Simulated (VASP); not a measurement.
Wanted: the native input for a VASP 6.6.1 run.

```yaml
Task: single point
Functional: LDA
Potentials_or_basis: VASP PAW LDA potentials, release 64 (Ru_pv, Al)
Cutoff: 500 eV
k_mesh: 14 × 14 × 14
Occupations: gaussian, width 0.1 eV
Spin: no spin polarisation
Dipole_correction: no
Further_INCAR_settings: ALGO = Normal; EDIFF = 1e-06; NBANDS = 16
```

The structure of AlRu (l.f) lies in POSCAR:

```
AlRu
1.0
    2.9538694693      0.0000000000      0.0000000000
    0.0000000000      2.9538694693      0.0000000000
    0.0000000000      0.0000000000      2.9538694693
Ru Al
1 1
Direct
    0.0000000000      0.0000000000      0.0000000000
    0.5000000000      0.5000000000      0.5000000000
```

One way to write it, as run:

INCAR

```
PREC = Accurate
ENCUT = 500
EDIFF = 1E-6
ISMEAR = 0
SIGMA = 0.1
LREAL = F
LASPH = T
NELM = 120
ALGO = Normal
ISIF = 2
LWAVE = F
LCHARG = F
NBANDS = 16
GGA_COMPAT = F
```

KPOINTS

```
Automatic mesh
0
Gamma
  14 14 14
```

Potentials or basis: VASP PAW LDA potentials, release 64 (Ru_pv, Al).

Run with:

```bash
$ cat potpaw_LDA.64/Ru_pv/POTCAR potpaw_LDA.64/Al/POTCAR > POTCAR
$ mpirun -np 1 vasp_std > vasp.out
```

It gave:

```yaml
Pressure: 0.6 GPa
```

Run time: 63 s on 1 thread of Intel Xeon 8259CL, on a shared host, peak memory 0.16 GiB.
